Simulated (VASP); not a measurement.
# BAs (F-43m) in VASP: a series of runs

The runs below take BAs through single point, with PBE, PBE+D3(BJ), PBE+D4.

Everything below comes from runs of VASP 6.6.1. Logs are shortened: lines on timing, memory, paths and dates and some standing lists are left out, and cuts for length are marked.

### Step 1. The cell of the first run

It takes space group F-43m (No. 216, cubic). Conventional cell: a = 4.777 Å, b = 4.777 Å, c = 4.777 Å, α = 90.00°, β = 90.00°, γ = 90.00°. Within 2.7 Å of As (site symmetry -43m) lie 4 B at 2.07 Å. Within 2.7 Å of B (site symmetry -43m) lie 4 As at 2.07 Å.

### Step 2. Single point, PBE

File INCAR:

```
PREC     = Accurate       # precision mode
ENCUT    = 520            # plane-wave cutoff, eV
EDIFF    = 1E-6           # SCF threshold, eV
ISMEAR   = 0              # smearing method
SIGMA    = 0.017          # smearing width, eV
LREAL    = False          # projectors in reciprocal space
LASPH    = True           # aspherical terms in the spheres
NELM     = 60             # most SCF steps
ALGO     = Normal         # electronic algorithm
ISIF     = 2              # what is computed and relaxed
LWAVE    = False          # write WAVECAR
LCHARG   = True           # write CHGCAR
GGA      = PE             # functional
LELF     = True           # ELF
LVHAR    = True         
NBANDS   = 11             # bands
```

File KPOINTS:

```
regular mesh
0
Gamma
  10 10 10
```

File POSCAR:

```
BAs
1.0
    0.0000000000      2.3885000000      2.3885000000
    2.3885000000      0.0000000000      2.3885000000
    2.3885000000      2.3885000000      0.0000000000
As B
1 1
Direct
    0.7500000000      0.7500000000      0.7500000000
    0.0000000000      0.0000000000      0.0000000000
```

Potentials or basis: VASP PAW PBE potentials, release 64 (As, B).

The run is started by

```bash
$ cat potpaw_PBE.64/As/POTCAR potpaw_PBE.64/B/POTCAR > POTCAR
$ mpirun -np 1 vasp_std > vasp.out
```

OUTCAR:

```text
PREC = Accurate
   ENCUT = 520
   EDIFF = 1E-6
   ISMEAR = 0
   LREAL = False
   LASPH = True
   NELM = 60
   ISIF = 2
   GGA = PE

 ion  position               nearest neighbor table
   1  0.750  0.750  0.750-   2 2.07   2 2.07   2 2.07   2 2.07
   2  0.000  0.000  0.000-   1 2.07   1 2.07   1 2.07   1 2.07

  LATTYP: Found a face centered cubic cell.
 ALAT       =     4.7770000000

  Lattice vectors:

 A1 = (   0.0000000000,   2.3885000000,   2.3885000000)
 A2 = (   2.3885000000,   0.0000000000,   2.3885000000)
 A3 = (   2.3885000000,   2.3885000000,   0.0000000000)

Analysis of symmetry for initial positions (statically):
=====================================================================
 Subroutine PRICEL returns:
 Original cell was already a primitive cell.

 Routine SETGRP: Setting up the symmetry group for a
 face centered cubic supercell.

 Subroutine GETGRP returns: Found 24 space group operations
 (whereof 24 operations were pure point group operations)
 out of a pool of 48 trial point group operations.

The static configuration has the point symmetry T_d .

Analysis of symmetry for dynamics (positions and initial velocities):
=====================================================================
 Subroutine PRICEL returns:
 Original cell was already a primitive cell.

 Routine SETGRP: Setting up the symmetry group for a
 face centered cubic supercell.

 Subroutine GETGRP returns: Found 24 space group operations
 (whereof 24 operations were pure point group operations)
 out of a pool of 48 trial point group operations.

The dynamic configuration has the point symmetry T_d .

 Subroutine INISYM returns: Found 24 space group operations
 (whereof 24 operations are pure point group operations),
 and found     1 'primitive' translations

----------------------------------------------------------------------------------------

                                     Primitive cell

  volume of cell :      27.2525

  direct lattice vectors                    reciprocal lattice vectors
     0.000000000  2.388500000  2.388500000    -0.209336404  0.209336404  0.209336404
     2.388500000  0.000000000  2.388500000     0.209336404 -0.209336404  0.209336404
     2.388500000  2.388500000  0.000000000     0.209336404  0.209336404 -0.209336404

  length of vectors
     3.377849094  3.377849094  3.377849094     0.362581287  0.362581287  0.362581287

  position of ions in fractional coordinates (direct lattice)
[... 82 lines left out ...]
   NSW    =      0    number of steps for IOM
   IBRION =     -1    ionic relax: 0-MD 1-quasi-New 2-CG
   NFREE  =      0    steps in history (QN), initial steepest desc. (CG)
   ISIF   =      2    stress and relaxation
   ISYM   =      2    0-nonsym 1-usesym 2-fastsym
   POTIM  = 0.5000    time-step for ionic-motion
   TEBEG  =    0.0;   TEEND  =   0.0 temperature during run
   PSTRESS=    0.0 pullay stress
   NELECT =       8.0000    total number of electrons
   NUPDOWN=      -1.0000    fix difference up-down
   EMIN   =  10.00;   EMAX   =-10.00  energy-range for DOS
   EFERMI =   0.00;   METHOD = LEGACY
   ISMEAR =     0;   SIGMA  =   0.02  broadening in eV -4-tet -1-fermi 0-gaus
   EFERMI_NEDOS =   21; number of points for ismear=-14 and -15
   IALGO  =     38    algorithm
   IMIX   =      4    mixing-type and parameters
     AMIX     =   0.40;   BMIX     =  1.00
     AMIX_MAG =   1.60;   BMIX_MAG =  1.00
  volume/ion in A,a.u.               =      13.63        91.95
  Fermi-wavevector in a.u.,A,eV,Ry     =   1.088018  2.056057 16.106360  1.183784
  Thomas-Fermi vector in A             =   2.224191
   LORBIT       =      0    0 simple, 1 ext, 2 COOP (PROOUT), +10 PAW based schemes
   GGA     = PE    functional components
   LHFCALC =     F    Hartree Fock is set to
   AEXX    =    0.0000 exact exchange contribution
   IVDW    =     0    specifies the selected vdW correction
   LEPSILON=     F    determine dielectric tensor
   LRPA    =     F    only Hartree local field effects (RPA)
 non-spin polarized calculation
 Gauss-broadening in eV      SIGMA  =   0.02
  energy-cutoff  :      520.00
  volume of cell :       27.25
 maximum number of plane-waves:       754
 NGX is ok and might be reduce to    28
   NGX = 13   NGY = 13   NGZ = 13

 number of electron       8.0000000 magnetization

 Free energy of the ion-electron system (eV)
  ---------------------------------------------------
  ext. energy  EPLUGINS =         0.00000000
  ---------------------------------------------------
  free energy    TOTEN  =       -11.40640277 eV

  energy without entropy =      -11.40640277  energy(sigma->0) =      -11.40640277

 E-fermi :   6.2385     XC(G=0): -10.5843

 val. band max:        6.1263304018   @ k =   0.0000   0.0000   0.0000
 cond. band min:       7.3017620039   @ k =   0.4000   0.4000   0.0000
 fundamental gap:      1.1754316021
 Fermi energy:         6.2385213397

 k-point     1 :       0.0000    0.0000    0.0000
  band No.  band energies     occupation
      1      -9.2749      2.00000
      2       6.1263      2.00000
      3       6.1263      2.00000
      4       6.1263      2.00000
      5       9.4028      0.00000
      6       9.4028      0.00000
      7       9.4028      0.00000
      8      10.8131      0.00000
      9      15.7090      0.00000
     10      19.0768      0.00000
     11      19.0768      0.00000
[... 309 lines left out ...]
 k-point    24 :       0.4000    0.3000    0.0000
  band No.  band energies     occupation
      1      -6.6308      2.00000
      2      -0.3314      2.00000
      3       2.1499      2.00000
      4       2.6401      2.00000
      5       7.8225      0.00000
      6       9.5221      0.00000
      7      14.9620      0.00000
      8      15.1948      0.00000
      9      18.1795      0.00000
     10      21.9433      0.00000
     11      21.9978      0.00000

 [... further k-points ...]
[... 5 lines left out ...]
  --------------------------------------------------------------------------------------
  -------------------------------------------------------------------------------------
  Total        0.5824743      0.5824743      0.5824743      0.0000000      0.0000000     -0.0000000
  in kB       34.2437717     34.2437717     34.2437717      0.0000000      0.0000000     -0.0000000
  external PRESSURE =      34.2437717 kB  Pullay stress =       0.0000000 kB

 VOLUME and BASIS-vectors are now :
 -----------------------------------------------------------------------------
  energy-cutoff  :      520.00
  volume of cell :       27.25
      direct lattice vectors                 reciprocal lattice vectors
     0.000000000  2.388500000  2.388500000    -0.209336404  0.209336404  0.209336404
     2.388500000  0.000000000  2.388500000     0.209336404 -0.209336404  0.209336404
     2.388500000  2.388500000  0.000000000     0.209336404  0.209336404 -0.209336404

 POSITION                                       TOTAL-FORCE (eV/Angst)
 -----------------------------------------------------------------------------------
      3.58275      3.58275      3.58275        -0.000000     -0.000000     -0.000000
      0.00000      0.00000      0.00000         0.000000      0.000000      0.000000
 -----------------------------------------------------------------------------------
    total drift:                                0.000000      0.000000      0.000000

  FREE ENERGIE OF THE ION-ELECTRON SYSTEM (eV)
  ---------------------------------------------------
  free  energy   TOTEN  =       -11.4064027661 eV

  energy  without entropy=      -11.4064027661  energy(sigma->0) =      -11.40640277
```

OSZICAR:

```text
N       E                     dE             d eps       ncg     rms          rms(c)
DAV:   1     0.126785883291E+02    0.12679E+02   -0.38969E+03  1034   0.653E+02
DAV:   2    -0.113052585673E+02   -0.23984E+02   -0.23060E+02  1430   0.105E+02
DAV:   3    -0.120437236387E+02   -0.73847E+00   -0.73682E+00  1299   0.171E+01
DAV:   4    -0.120457041586E+02   -0.19805E-02   -0.19804E-02  1168   0.102E+00
DAV:   5    -0.120457071150E+02   -0.29564E-05   -0.29563E-05  1242   0.423E-02    0.493E+00
DAV:   6    -0.114722488801E+02    0.57346E+00   -0.15826E+00  1097   0.511E+00    0.240E+00
DAV:   7    -0.114127331491E+02    0.59516E-01   -0.19375E-01  1205   0.216E+00    0.984E-01
DAV:   8    -0.114059392416E+02    0.67939E-02   -0.20239E-02  1178   0.809E-01    0.983E-02
DAV:   9    -0.114062411512E+02   -0.30191E-03   -0.76318E-04  1163   0.160E-01    0.587E-02
DAV:  10    -0.114063967054E+02   -0.15555E-03   -0.19150E-04  1108   0.844E-02    0.122E-02
DAV:  11    -0.114064026380E+02   -0.59326E-05   -0.54105E-06  1261   0.156E-02    0.106E-02
DAV:  12    -0.114064027661E+02   -0.12810E-06   -0.27151E-06  1103   0.897E-03
   1 F= -.11406403E+02 E0= -.11406403E+02  d E =-.350087E-23
```

Wall time 7.5 s (1 thread of Intel Xeon 6975P-C (Granite Rapids), shared host); peak memory 0.16 GiB.

What came out:

```
Free energy            : -11.4064 eV
Pressure               : 3.4 GPa
Band gap on the k mesh : 1.18 eV, indirect (least direct gap 3.28 eV)
```

Levels at points of the mesh, in eV from the valence-band top:
| k point | band 1 | band 2 | band 3 | band 4 | band 5 | band 6 | band 7 | band 8 |
| --- | --- | --- | --- | --- | --- | --- | --- | --- |
| (0.00, 0.00, 0.00) | -15.40 | 0.00 | 0.00 | 0.00 | 3.28 | 3.28 | 3.28 | 4.69 |
| (0.50, 0.00, 0.00) | -12.53 | -8.79 | -1.82 | -1.82 | 2.69 | 4.78 | 4.78 | 8.86 |
| (0.50, 0.50, 0.00) | -11.21 | -8.53 | -4.08 | -4.08 | 1.43 | 1.44 | 11.37 | 11.37 |

A k mesh can miss the band edges. PBE gaps usually lie below the measured ones, often by a third to a half.

### Step 3. Single point, PBE+D3(BJ)

This run uses another cell than the first one, of 13.52 Å³/atom, 0.992 times its volume.

File INCAR:

```
PREC = Accurate
ENCUT = 520
EDIFF = 1E-6
ISMEAR = -1
SIGMA = 0.05
LREAL = F
LASPH = T
NELM = 80
ALGO = Normal
ISIF = 2
LWAVE = F
LCHARG = F
GGA = PE
IVDW = 12
NBANDS = 11
```

KPOINTS is that of step 2.

File POSCAR:

```
BAs
1.0
    0.0000000000      2.3820868030      2.3820868030
    2.3820868030      0.0000000000      2.3820868030
    2.3820868030      2.3820868030      0.0000000000
As B
1 1
Direct
    0.7500000000      0.7500000000      0.7500000000
    0.0000000000      0.0000000000      0.0000000000
```

Potentials or basis: VASP PAW PBE potentials, release 64 (As, B).

The run is started by

```bash
$ cat potpaw_PBE.64/As/POTCAR potpaw_PBE.64/B/POTCAR > POTCAR
$ mpirun -np 1 vasp_std > vasp.out
```

OUTCAR:

```text
PREC = Accurate
   ENCUT = 520
   EDIFF = 1E-6
   ISMEAR = -1
   LREAL = F
   LASPH = T
   NELM = 80
   ISIF = 2
   GGA = PE
   IVDW = 12
 IVDW          = 12

 ion  position               nearest neighbor table
   1  0.750  0.750  0.750-   2 2.06   2 2.06   2 2.06   2 2.06
   2  0.000  0.000  0.000-   1 2.06   1 2.06   1 2.06   1 2.06

  LATTYP: Found a face centered cubic cell.
 ALAT       =     4.7641736060

  Lattice vectors:

 A1 = (   0.0000000000,   2.3820868030,   2.3820868030)
[... 522 lines left out ...]
------------------------ aborting loop because EDIFF is reached ----------------------------------------

 Edisp (eV)   -0.66514

 E8    (eV) :    -0.2644

  FORCE on cell =-STRESS in cart. coord.  units (eV):
  Direction    XX          YY          ZZ          XY          YZ          ZX
  --------------------------------------------------------------------------------------
  -------------------------------------------------------------------------------------
  Total       0.11514     0.11514     0.11514    -0.00000    -0.00000    -0.00000
  in kB       6.82381     6.82381     6.82381    -0.00000    -0.00000    -0.00000
  external pressure =        6.82 kB  Pullay stress =        0.00 kB

 VOLUME and BASIS-vectors are now :
 -----------------------------------------------------------------------------
  energy-cutoff  :      520.00
  volume of cell :       27.03
      direct lattice vectors                 reciprocal lattice vectors
     0.000000000  2.382086803  2.382086803    -0.209899992  0.209899992  0.209899992
     2.382086803  0.000000000  2.382086803     0.209899992 -0.209899992  0.209899992
     2.382086803  2.382086803  0.000000000     0.209899992  0.209899992 -0.209899992

 POSITION                                       TOTAL-FORCE (eV/Angst)
 -----------------------------------------------------------------------------------
      3.57313      3.57313      3.57313         0.000000     -0.000000      0.000000
      0.00000      0.00000      0.00000        -0.000000      0.000000     -0.000000
 -----------------------------------------------------------------------------------
    total drift:                                0.000000      0.000000      0.000000

  FREE ENERGIE OF THE ION-ELECTRON SYSTEM (eV)
  ---------------------------------------------------
  free  energy   TOTEN  =       -12.0659969724 eV

  energy  without entropy=      -12.0659968778  energy(sigma->0) =      -12.06599693
```

OSZICAR:

```text
N       E                     dE             d eps       ncg     rms          rms(c)
DAV:   1     0.119515787138E+02    0.11952E+02   -0.38232E+03  1034   0.649E+02
DAV:   2    -0.113371842157E+02   -0.23289E+02   -0.22144E+02  1387   0.105E+02
DAV:   3    -0.120540354329E+02   -0.71685E+00   -0.71504E+00  1272   0.168E+01
DAV:   4    -0.120559810125E+02   -0.19456E-02   -0.19455E-02  1142   0.991E-01
DAV:   5    -0.120559839258E+02   -0.29133E-05   -0.29130E-05  1234   0.413E-02    0.499E+00
DAV:   6    -0.114687985826E+02    0.58719E+00   -0.16064E+00  1100   0.518E+00    0.243E+00
DAV:   7    -0.114073040644E+02    0.61495E-01   -0.20037E-01  1205   0.219E+00    0.991E-01
DAV:   8    -0.114003940739E+02    0.69100E-02   -0.20470E-02  1175   0.815E-01    0.991E-02
DAV:   9    -0.114006944895E+02   -0.30042E-03   -0.76323E-04  1175   0.161E-01    0.597E-02
DAV:  10    -0.114008495412E+02   -0.15505E-03   -0.19081E-04  1114   0.844E-02    0.123E-02
DAV:  11    -0.114008554591E+02   -0.59179E-05   -0.53908E-06  1255   0.156E-02    0.107E-02
DAV:  12    -0.114008555441E+02   -0.85056E-07   -0.26981E-06  1103   0.893E-03
   1 F= -.12065997E+02 E0= -.12065997E+02  d E =-.945750E-07
```

stdout:

```text
POSCAR found type information on POSCAR AsB
 POSCAR found :  2 types and       2 ions
 scaLAPACK will be used
 LDA part: xc-table for (Slater+PW92), standard interpolation
 POSCAR, INCAR and KPOINTS ok, starting setup
 FFT: planning ... GRIDC
 FFT: planning ... GRID_SOFT
 FFT: planning ... GRID
 WAVECAR not read
 entering main loop
```

Wall time 12 s (1 thread of Intel Xeon Platinum 8488C (Sapphire Rapids), shared host); peak memory 0.17 GiB.

What came out:

* Free energy: -12.0660 eV
* Pressure: 0.7 GPa
* Band gap on the k mesh: 1.17 eV, indirect (least direct gap 3.29 eV)
* Dispersion energy per atom: -0.333 eV

A k mesh can miss the band edges. PBE gaps usually lie below the measured ones, often by a third to a half.

(Part 1 of 2 ends here.)
